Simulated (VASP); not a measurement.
# HfB4C (P6/mmm) in VASP: a series of runs

HfB4C is run at these levels: PBE; tasks: single point, relaxation of cell and atoms.

Program: VASP 6.6.1. These are calculated values, not measurements. Logs are shortened: lines on timing, memory, paths and dates and some standing lists are left out, and cuts for length are marked.

**1. The cell of the first run**

It takes space group P6/mmm (No. 191, hexagonal). The conventional cell has a = 3.270 Å, b = 3.270 Å, c = 7.815 Å, α = 90.00°, β = 90.00°, γ = 120.00°. Hf (site symmetry 6/mmm) has 2 B at 2.37 Å within 3.1 Å. B (site symmetry 6mm) has 1 C at 1.54 Å within 2.1 Å. Within 2.5 Å of B (site symmetry -6m2) lie 9 B at 1.89 to 2.44 Å and 3 C at 1.89 Å. C (site symmetry 6/mmm) has 8 B at 1.54 to 1.89 Å within 2.1 Å.

**2. Single point, PBE**

Input file INCAR:

```
SYSTEM = HfB4C
ALGO     = Normal         ! electronic algorithm
EDIFF    = 1E-7           ! SCF threshold, eV
ENCUT    = 520            ! plane-wave cutoff, eV
GGA      = PE             ! functional
ISIF     = 2              ! what is computed and relaxed
ISMEAR   = 0              ! smearing method
LASPH    = .TRUE.         ! aspherical terms in the spheres
LCHARG   = .TRUE.         ! write CHGCAR
LELF     = .TRUE.         ! ELF
LREAL    = .FALSE.        ! projectors in reciprocal space
LVHAR    = .TRUE.       
LWAVE    = .FALSE.        ! write WAVECAR
NBANDS   = 22             ! bands
NELM     = 100            ! most SCF steps
PREC     = Accurate       ! precision mode
SIGMA    = 0.1            ! smearing width, eV
```

Input file KPOINTS:

```
k-points
0
G
  6 6 4
  0 0 0
```

Input file POSCAR:

```
HfB4C
1.0
    3.2703709257      0.0000000000      0.0000000000
   -1.6351854629      2.8322243015      0.0000000000
    0.0000000000      0.0000000000      7.8148274276
Hf B C
1 4 1
Direct
    0.0000000000      0.0000000000      0.0000000000
    0.0000000000      0.0000000000      0.3026405435
    0.0000000000      0.0000000000      0.6973594565
    0.3333333333      0.6666666667      0.5000000000
    0.6666666667      0.3333333333      0.5000000000
    0.0000000000      0.0000000000      0.5000000000
```

Potentials or basis: VASP PAW PBE potentials, release 64 (Hf_pv, B, C).

The run is started by

```console
$ cat potpaw_PBE.64/Hf_pv/POTCAR potpaw_PBE.64/B/POTCAR potpaw_PBE.64/C/POTCAR > POTCAR
$ mpirun -np 1 vasp_std > vasp.out
```

OUTCAR:

```text
SYSTEM = HfB4C
   EDIFF = 1E-7
   ENCUT = 520
   GGA = PE
   ISIF = 2
   ISMEAR = 0
   LASPH = .TRUE.
   LREAL = .FALSE.
   NELM = 100
   PREC = Accurate

 ion  position               nearest neighbor table
   1  0.000  0.000  0.000-   2 2.37   3 2.37
   2  0.000  0.000  0.303-   6 1.54   1 2.37
   3  0.000  0.000  0.697-   6 1.54   1 2.37
   4  0.333  0.667  0.500-   5 1.89   6 1.89   5 1.89   6 1.89   6 1.89   5 1.89
   5  0.667  0.333  0.500-   4 1.89   6 1.89   4 1.89   6 1.89   6 1.89   4 1.89
   6  0.000  0.000  0.500-   2 1.54   3 1.54   4 1.89   5 1.89   5 1.89   4 1.89   5 1.89   4 1.89

  LATTYP: Found a hexagonal cell.
 ALAT       =     3.2703709257
 C/A-ratio  =     2.3895844249

  Lattice vectors:

 A1 = (   3.2703709257,   0.0000000000,   0.0000000000)
 A2 = (  -1.6351854629,   2.8322243015,   0.0000000000)
 A3 = (   0.0000000000,   0.0000000000,   7.8148274276)

Analysis of symmetry for initial positions (statically):
=====================================================================
 Subroutine PRICEL returns:
 Original cell was already a primitive cell.

 Routine SETGRP: Setting up the symmetry group for a
 hexagonal supercell.

 Subroutine GETGRP returns: Found 24 space group operations
 (whereof 24 operations were pure point group operations)
 out of a pool of 24 trial point group operations.

The static configuration has the point symmetry D_6h.

Analysis of symmetry for dynamics (positions and initial velocities):
=====================================================================
 Subroutine PRICEL returns:
 Original cell was already a primitive cell.

 Routine SETGRP: Setting up the symmetry group for a
 hexagonal supercell.

 Subroutine GETGRP returns: Found 24 space group operations
 (whereof 24 operations were pure point group operations)
 out of a pool of 24 trial point group operations.

The dynamic configuration has the point symmetry D_6h.

 Subroutine INISYM returns: Found 24 space group operations
 (whereof 24 operations are pure point group operations),
 and found     1 'primitive' translations

----------------------------------------------------------------------------------------

                                     Primitive cell

  volume of cell :      72.3842

  direct lattice vectors                    reciprocal lattice vectors
     3.270370926  0.000000000  0.000000000     0.305775713  0.176539690  0.000000000
    -1.635185463  2.832224302  0.000000000     0.000000000  0.353079380  0.000000000
     0.000000000  0.000000000  7.814827428     0.000000000  0.000000000  0.127961879

  length of vectors
     3.270370926  3.270370926  7.814827428     0.353079380  0.353079380  0.127961879

  position of ions in fractional coordinates (direct lattice)
     0.000000000  0.000000000  0.000000000
     0.000000000  0.000000000  0.302640543
     0.000000000  0.000000000  0.697359457
     0.333333333  0.666666667  0.500000000
     0.666666667  0.333333333  0.500000000
     0.000000000  0.000000000  0.500000000

  ion indices of the primitive-cell ions
   primitive index   ion index
                 1           1
                 2           2
                 3           3
                 4           4
                 5           5
                 6           6

----------------------------------------------------------------------------------------

 KPOINTS: k-points

Automatic generation of k-mesh.
 Grid dimensions read from file:
 generate k-points for:    6    6    4

 Generating k-lattice:

  Cartesian coordinates                     Fractional coordinates (reciprocal lattice)
     0.050962619  0.029423282  0.000000000     0.166666667  0.000000000  0.000000000
     0.000000000  0.058846563  0.000000000     0.000000000  0.166666667  0.000000000
     0.000000000  0.000000000  0.031990470     0.000000000  0.000000000  0.250000000

  Length of vectors
     0.058846563  0.058846563  0.031990470

  Shift w.r.t. Gamma in fractional coordinates (k-lattice)
     0.000000000  0.000000000  0.000000000

 Subroutine IBZKPT returns following result:
 ===========================================

 Found     21 irreducible k-points:

 Following reciprocal coordinates:
            Coordinates               Weight
  0.000000  0.000000  0.000000      1.000000
  0.166667 -0.000000  0.000000      6.000000
  0.333333  0.000000  0.000000      6.000000
  0.500000 -0.000000  0.000000      3.000000
  0.166667  0.166667  0.000000      6.000000
  0.333333  0.166667  0.000000     12.000000
[... 13 lines left out ...]
  0.333333  0.166667  0.500000     12.000000
  0.333333  0.333333  0.500000      2.000000
   k-points           NKPTS =     21   k-points in BZ     NKDIM =     21   number of bands    NBANDS=     22
   number of dos      NEDOS =    301   number of ions     NIONS =      6
   total plane-waves  NPLWV =  34560
   dimension x,y,z NGX =    24 NGY =   24 NGZ =   60
   dimension x,y,z NGXF=    48 NGYF=   48 NGZF=  120
   ions per type =               1   4   1
   NGX,Y,Z   is equivalent  to a cutoff of  12.20, 12.20, 12.76 a.u.
   NGXF,Y,Z  is equivalent  to a cutoff of  24.40, 24.40, 25.53 a.u.
 SYSTEM =  HfB4C
   PREC   = accura    normal or accurate (medium, high low for compatibility)
   ISTART =      0    job   : 0-new  1-cont  2-samecut
   ICHARG =      2    charge: 1-file 2-atom 10-const
   ISPIN  =      1    spin polarized calculation?
   LNONCOLLINEAR =      F non collinear calculations
   LSORBIT =      F    spin-orbit coupling
   LASPH  =      T    aspherical Exc in radial PAW
   ENCUT  =  520.0 eV  38.22 Ry    6.18 a.u.   6.08  6.08 14.53*2*pi/ulx,y,z
   NELM   =    100;   NELMIN=  2; NELMDL= -5     # of ELM steps
   EDIFF  = 0.1E-06   stopping-criterion for ELM
   LREAL  =      F    real-space projection
   EDIFFG = 0.1E-05   stopping-criterion for IOM
   NSW    =      0    number of steps for IOM
   IBRION =     -1    ionic relax: 0-MD 1-quasi-New 2-CG
   NFREE  =      0    steps in history (QN), initial steepest desc. (CG)
   ISIF   =      2    stress and relaxation
   ISYM   =      2    0-nonsym 1-usesym 2-fastsym
   POTIM  = 0.5000    time-step for ionic-motion
   TEBEG  =    0.0;   TEEND  =   0.0 temperature during run
   PSTRESS=    0.0 pullay stress
   NELECT =      26.0000    total number of electrons
   NUPDOWN=      -1.0000    fix difference up-down
   EMIN   =  10.00;   EMAX   =-10.00  energy-range for DOS
   EFERMI =   0.00;   METHOD = LEGACY
   ISMEAR =     0;   SIGMA  =   0.10  broadening in eV -4-tet -1-fermi 0-gaus
   EFERMI_NEDOS =   21; number of points for ismear=-14 and -15
   IALGO  =     38    algorithm
   IMIX   =      4    mixing-type and parameters
     AMIX     =   0.40;   BMIX     =  1.00
     AMIX_MAG =   1.60;   BMIX_MAG =  1.00
  volume/ion in A,a.u.               =      12.06        81.41
  Fermi-wavevector in a.u.,A,eV,Ry     =   1.163727  2.199126 18.425846  1.354261
  Thomas-Fermi vector in A             =   2.300274
   LORBIT       =      0    0 simple, 1 ext, 2 COOP (PROOUT), +10 PAW based schemes
   GGA     = PE    functional components
   LHFCALC =     F    Hartree Fock is set to
   AEXX    =    0.0000 exact exchange contribution
   IVDW    =     0    specifies the selected vdW correction
   LEPSILON=     F    determine dielectric tensor
   LRPA    =     F    only Hartree local field effects (RPA)
 non-spin polarized calculation
 Gauss-broadening in eV      SIGMA  =   0.10
  energy-cutoff  :      520.00
  volume of cell :       72.38
 maximum number of plane-waves:      1986
   NGX = 13   NGY = 13   NGZ = 29

 number of electron      25.9999996 magnetization

 Free energy of the ion-electron system (eV)
  ---------------------------------------------------
  ext. energy  EPLUGINS =         0.00000000
  ---------------------------------------------------
  free energy    TOTEN  =       -35.22252985 eV

  energy without entropy =      -35.21146364  energy(sigma->0) =      -35.21699674

 E-fermi :   4.2457     XC(G=0): -10.6185

 val. band max:        4.1236627150   @ k =   0.1667  -0.0000   0.2500
 cond. band min:       4.2722425518   @ k =   0.1667   0.1667   0.5000
 fundamental gap:      0.1485798368
 Fermi energy:         4.2457071071

 k-point     1 :       0.0000    0.0000    0.0000
  band No.  band energies     occupation
      1     -26.3766      2.00000
      2     -26.3251      2.00000
      3     -26.3251      2.00000
      4     -13.7103      2.00000
      5      -6.6990      2.00000
      6      -2.2212      2.00000
[... 14 lines left out ...]
     21       9.5541      0.00000
     22       9.5541      0.00000

 k-point     2 :       0.1667   -0.0000    0.0000
  band No.  band energies     occupation
      1     -26.4354      2.00000
      2     -26.3616      2.00000
      3     -26.3511      2.00000
      4     -13.3720      2.00000
      5      -6.3479      2.00000
      6      -3.6920      2.00000
[... 14 lines left out ...]
     21       9.2968      0.00000
     22       9.3512      0.00000

 k-point     3 :       0.3333    0.0000    0.0000
  band No.  band energies     occupation
      1     -26.6497      2.00000
      2     -26.4027      2.00000
      3     -26.3314      2.00000
      4     -12.4536      2.00000
      5      -6.6065      2.00000
      6      -5.4351      2.00000
[... 14 lines left out ...]
     21       8.8544      0.00000
     22       9.3365      0.00000
[... 401 lines left out ...]
 k-point    20 :       0.3333    0.1667    0.5000
  band No.  band energies     occupation
      1     -26.7001      2.00000
      2     -26.4848      2.00000
      3     -26.3162      2.00000
      4     -11.7616      2.00000
      5      -7.4500      2.00000
      6      -5.3535      2.00000
[... 14 lines left out ...]
     21       9.7622      0.00000
     22      10.6852      0.00000

 k-point    21 :       0.3333    0.3333    0.5000
  band No.  band energies     occupation
      1     -26.6262      2.00000
      2     -26.6262      2.00000
      3     -26.3087      2.00000
      4     -11.3172      2.00000
      5      -7.0730      2.00000
      6      -7.0730      2.00000
[... 14 lines left out ...]
     21       9.6403      0.00000
     22       9.9025      0.00000

------------------------ aborting loop because EDIFF is reached ----------------------------------------

  FORCE on cell =-STRESS in cart. coord.  units (eV):
  Direction    XX          YY          ZZ          XY          YZ          ZX
  --------------------------------------------------------------------------------------
  -------------------------------------------------------------------------------------
  Total       -0.0204666     -0.0204666      0.0307810      0.0000000     -0.0000000     -0.0000000
  in kB       -0.4530143     -0.4530143      0.6813168      0.0000000     -0.0000000     -0.0000000
  external PRESSURE =      -0.0749039 kB  Pullay stress =       0.0000000 kB

 VOLUME and BASIS-vectors are now :
 -----------------------------------------------------------------------------
  energy-cutoff  :      520.00
  volume of cell :       72.38
      direct lattice vectors                 reciprocal lattice vectors
     3.270370926  0.000000000  0.000000000     0.305775713  0.176539690  0.000000000
    -1.635185463  2.832224302  0.000000000     0.000000000  0.353079380  0.000000000
     0.000000000  0.000000000  7.814827428     0.000000000  0.000000000  0.127961879

 POSITION                                       TOTAL-FORCE (eV/Angst)
 -----------------------------------------------------------------------------------
      0.00000      0.00000      0.00000         0.000000      0.000000      0.000000
      0.00000      0.00000      2.36508        -0.000000     -0.000000     -0.027535
      0.00000      0.00000      5.44974        -0.000000      0.000000      0.027535
     -0.00000      1.88815      3.90741         0.000000      0.000000     -0.000000
      1.63519      0.94407      3.90741         0.000000      0.000000      0.000000
      0.00000      0.00000      3.90741         0.000000      0.000000      0.000000
 -----------------------------------------------------------------------------------
    total drift:                               -0.000000      0.000000      0.000000

  FREE ENERGIE OF THE ION-ELECTRON SYSTEM (eV)
  ---------------------------------------------------
  free  energy   TOTEN  =       -35.2225298473 eV

  energy  without entropy=      -35.2114636399  energy(sigma->0) =      -35.21699674
```

Wall time 36 s (1 thread of Intel Xeon Platinum 8488C (Sapphire Rapids), shared host); peak memory 0.2 GiB.

What came out:

- Free energy: -35.2225 eV
- Pressure: 0.0 GPa
- Largest force: 0.028 eV/Å
- Band gap on the k mesh: zero (band 13 reaches 4.49 eV, above the bottom of band 14 at 3.89 eV)

Forces on the atoms (eV/Å):
```
Hf   0.000  0.000  0.000
B    0.000  0.000 -0.028
B    0.000  0.000  0.028
B    0.000  0.000  0.000
B    0.000  0.000  0.000
C    0.000  0.000  0.000
```

Caveat: the k points lie up to 0.37 Å⁻¹ apart; spin-orbit coupling is left out, which moves the levels of the heavy elements.

**3. Relaxation of cell and atoms, PBE**

This run uses another cell than the first one, of 10.24 Å³/atom, 0.849 times its volume.

Input file INCAR:

```
SYSTEM = HfB4C
  PREC = Accurate
  ENCUT = 600
  EDIFF = 1E-6
  ISMEAR = 0
  SIGMA = 0.1
  LREAL = .FALSE.
  LASPH = .TRUE.
  NELM = 60
  ALGO = Normal
  ISIF = 3
  LWAVE = .FALSE.
  LCHARG = .FALSE.
  GGA = PE
  IBRION = 2
  NSW = 90
  EDIFFG = -0.04
```

Input file KPOINTS:

```
regular mesh
0
G
  6 6 4
  0 0 0
```

Input file POSCAR:

```
HfB4C
1.0
    3.2839243400      0.0000000000      0.0000000000
   -1.6419621700      2.8439619100      0.0000000000
    0.0000000000      0.0000000000      6.5809484400
Hf B C
1 4 1
Direct
    0.0000000000      0.0000000000      0.0000000000
    0.0000000000      0.0000000000      0.2691954200
    0.0000000000      0.0000000000      0.7308045800
    0.3333333300      0.6666666700      0.5000000000
    0.6666666700      0.3333333300      0.5000000000
    0.0000000000      0.0000000000      0.5000000000
```

Potentials or basis: VASP PAW PBE potentials, release 64 (Hf_pv, B, C).

The run is started by

```console
$ cat potpaw_PBE.64/Hf_pv/POTCAR potpaw_PBE.64/B/POTCAR potpaw_PBE.64/C/POTCAR > POTCAR
$ mpirun -np 1 vasp_std > vasp.out
```

It took 4.9 min on 1 thread of Intel Xeon Platinum 8488C (Sapphire Rapids), shared host; peak memory 0.23 GiB.

The run converged. Its results:

```yaml
Free_energy: -35.2211 eV
Relaxed_volume: 12.06 Å³/atom
Relaxed_cell: a = 3.270 Å, b = 3.270 Å, c = 7.816 Å, α = 90.00°, β = 90.00°, γ = 120.00°
Space_group_after_relaxing_to_0.05_Å: P6/mmm (No. 191)
Energy_gained_by_relaxing: 878.8 meV/atom
Ionic_steps: 11
Pressure_after_relaxing: -0.1 GPa
Largest_force_after_relaxing: 0.019 eV/Å
Band_gap_on_the_k_mesh: zero (band 13 reaches 4.49 eV, above the bottom of band 14 at 3.89 eV)
```

Forces on the atoms (eV/Å):
```
Hf   0.000  0.000  0.000
B    0.000  0.000  0.019
B    0.000  0.000 -0.019
B    0.000  0.000  0.000
B    0.000  0.000  0.000
C    0.000  0.000  0.000
```

Stress tensor (GPa, compression positive):
```
-0.05  0.00  0.00
 0.00 -0.05  0.00
 0.00  0.00 -0.13
```

The path:
```tsv
step	energy change (eV)	largest force (eV/Å)	pressure (GPa)	volume (Å³)
1	0.0000	7.7124	28.97	61.46
2	-4.4261	3.9763	-0.86	78.19
3	-5.0121	2.8283	2.25	74.07
4	-5.0884	2.3519	3.80	72.90
5	-5.1042	2.0496	4.81	72.27
6	-5.0733	0.9334	-8.43	76.66
7	-5.2520	0.3400	-2.35	74.26
8	-5.2521	0.3792	-2.17	74.20
9	-5.2714	0.0567	-0.51	72.80
10	-5.2723	0.0272	-0.07	72.46
11	-5.2728	0.0190	-0.08	72.36
```

Final structure:
```cif
data_structure
_symmetry_space_group_name_H-M 'P 1'
_symmetry_Int_Tables_number 1
_cell_length_a 3.2696
_cell_length_b 3.2696
_cell_length_c 7.8162
_cell_angle_alpha 90.000
_cell_angle_beta 90.000
_cell_angle_gamma 120.000
_cell_volume 72.36
loop_
_atom_site_label
_atom_site_type_symbol
_atom_site_fract_x
_atom_site_fract_y
_atom_site_fract_z
_atom_site_occupancy
Hf1 Hf 0.00000 0.00000 0.00000 1
B1 B 0.00000 0.00000 0.30243 1
B2 B 0.00000 0.00000 0.69757 1
B3 B 0.33333 0.66667 0.50000 1
B4 B 0.66667 0.33333 0.50000 1
C1 C 0.00000 0.00000 0.50000 1
```

Levels at points of the mesh, in eV from the Fermi level:
```tsv
k point	band 11	band 12	band 13	band 14	band 15	band 16
(0.00, 0.00, 0.00)	-2.40	-2.40	-2.01	1.68	1.68	1.88
(0.50, 0.00, 0.00)	-1.44	-1.21	-0.30	0.18	1.18	2.82
(0.00, 0.00, 0.50)	-2.40	-2.40	-2.01	1.55	1.68	1.68
(0.50, 0.00, 0.50)	-2.11	-1.45	-1.40	1.69	1.90	2.20
```

Caveat: the k points lie up to 0.37 Å⁻¹ apart in the final cell; the volume moved by over 15 % at a fixed basis, so the end points are rough; spin-orbit coupling is left out, which moves the levels of the heavy elements.
